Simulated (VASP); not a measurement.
A run of VASP 6.6.1:

The input POSCAR:

```
ZrS2
1.0
    3.7478870667      0.0000000000      0.0000000000
   -1.8739435333      3.2457654103      0.0000000000
    0.0000000000      0.0000000000      5.7982877114
Zr S
1 2
Direct
    0.0000000000      0.0000000000      0.0000000000
    0.3333333333      0.6666666667      0.2427972949
    0.6666666667      0.3333333333      0.7572027051
```

File INCAR.step1:

```
SYSTEM = ZrS2
  PREC = Accurate
  ENCUT = 550
  ISMEAR = -1
  SIGMA = 0.02
  LREAL = .False.
  LASPH = .True.
  NELM = 200
  LNONCOLLINEAR = .True.
  MAGMOM = 0 0 0 0 0 0 0 0 0
  LSORBIT = .True.
  GGA_COMPAT = .False.
  LMAXMIX = 4
  NBANDS = 37
  GGA = PE
  ALGO = Normal
  EDIFF = 1E-5
  LWAVE = .True.
  LCHARG = .False.
```

File INCAR.step2:

```
SYSTEM = ZrS2
  PREC = Accurate
  ENCUT = 550
  EDIFF = 1E-6
  ISMEAR = -1
  SIGMA = 0.02
  LREAL = .False.
  LASPH = .True.
  NELM = 200
  ALGO = Normal
  ISIF = 2
  LWAVE = .False.
  LCHARG = .False.
  LNONCOLLINEAR = .True.
  MAGMOM = 0 0 0 0 0 0 0 0 0
  LORBIT = 11
  LSORBIT = .True.
  GGA_COMPAT = .False.
  LORBMOM = .True.
  LMAXMIX = 4
  METAGGA = R2SCAN
  LMIXTAU = .True.
  NBANDS = 37
  ISTART = 1
```

File KPOINTS:

```
Automatic mesh
0
Gamma
  12 12 4
  0 0 0
```

Potentials or basis: VASP PAW PBE potentials, release 64 (Zr_sv, S).

Launch:

```sh
$ cat potpaw_PBE.64/Zr_sv/POTCAR potpaw_PBE.64/S/POTCAR > POTCAR
$ cp INCAR.step1 INCAR
$ mpirun -np 1 vasp_ncl > vasp.out
$ cp INCAR.step2 INCAR
$ mpirun -np 1 vasp_ncl > vasp.out
```

Hardware: 1 thread of Intel(R) Xeon(R) 6975P-C (Granite Rapids), on a shared host.

Task: Estimate the wall time of this run.

Result: Run time: 22 min on 1 thread of Intel(R) Xeon(R) 6975P-C (Granite Rapids), with other jobs on the host, peak memory 0.62 GiB. Counts: k points 69.
